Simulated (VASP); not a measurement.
Crystal: TaN.

```
Ta N
1.0
     5.19100    0.00000    0.00000
    -2.59550    4.49554    0.00000
     0.00000    0.00000    2.90800
Ta N
3 3
Cartesian
  0.0000 0.0000 0.0000
  0.0000 2.9970 1.4540
  2.5955 1.4985 1.4540
  2.5955 0.0000 0.0000
  1.2977 2.2478 0.0000
  -1.2977 2.2478 0.0000
```

Base run:

| Quantity | Value |
| --- | --- |
| Program | VASP 6.6.1 |
| Functional | RPBE |
| Potentials or basis | VASP PAW PBE potentials, release 64 (Ta_pv, N) |
| Cutoff | 600 eV |
| k mesh | 5 × 5 × 7 |
| Occupations | fermi-dirac, width 0.15 eV |
| Spin | no spin polarisation |

Its results: band gap on the k mesh zero (band 24 reaches 9.11 eV, above the bottom of band 25 at 7.09 eV); pressure 15.0 GPa.

Question: The run is repeated on the same cell with these changes: functional from RPBE to revPBE. What comes out?

Answer: Band gap on the k mesh zero (band 24 reaches 9.08 eV, above the bottom of band 25 at 7.06 eV); pressure 13.8 GPa.

Caveats: the PAW data sets were made with another functional, which shifts forces and pressure a little; spin-orbit coupling is left out, which moves the levels of the heavy elements.
